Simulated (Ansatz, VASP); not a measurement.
**Two plane-wave programs on GaN**

```
Ga N
1.0
     3.21843    0.00000    0.00000
    -1.60921    2.78724    0.00000
     0.00000    0.00000    5.24303
Ga N
2 2
Direct
  0.28673 0.66667 0.99913
  0.62006 0.33333 0.49913
  0.33333 0.66667 0.37587
  0.66667 0.33333 0.87587
```

Change from the starting cell: all Ga atoms moved -0.150 Å, as atom 1 along Cartesian [1 0 0].

Alike in both runs: task single point; functional PBE; k mesh 12 × 12 × 6; occupations gaussian, width 0.05 eV; no spin polarisation.

|  | VASP | Ansatz |
| --- | --- | --- |
| version | VASP 6.6.1 | Ansatz 0.2.0 |
| potentials or method | VASP PAW PBE potentials, release 64 (Ga_d, N), cutoff 520 eV | scalar-relativistic, plane waves, PAW |
| valence electrons in the cell | 36 | 36 |

Ansatz gave:

```
gap on the k mesh at the Fermi level (eV)                     : 1.54
least direct gap on the mesh (eV)                             : 1.54
pressure (GPa)                                                : 2.1
traceless stress, the component that is largest in VASP (GPa) : 5.11
rms of the force components (eV/Å)                            : 1.108
```

Question: What did VASP give for the same quantities?

Answer: gap on the k mesh at the Fermi level (eV): 1.55; least direct gap on the mesh (eV): 1.55; pressure (GPa): 2.2; traceless stress, the component that is largest in VASP (GPa): 4.99; rms of the force components (eV/Å): 1.091.

Atom by atom the forces differ by 0.018 eV/Å (rms over components).
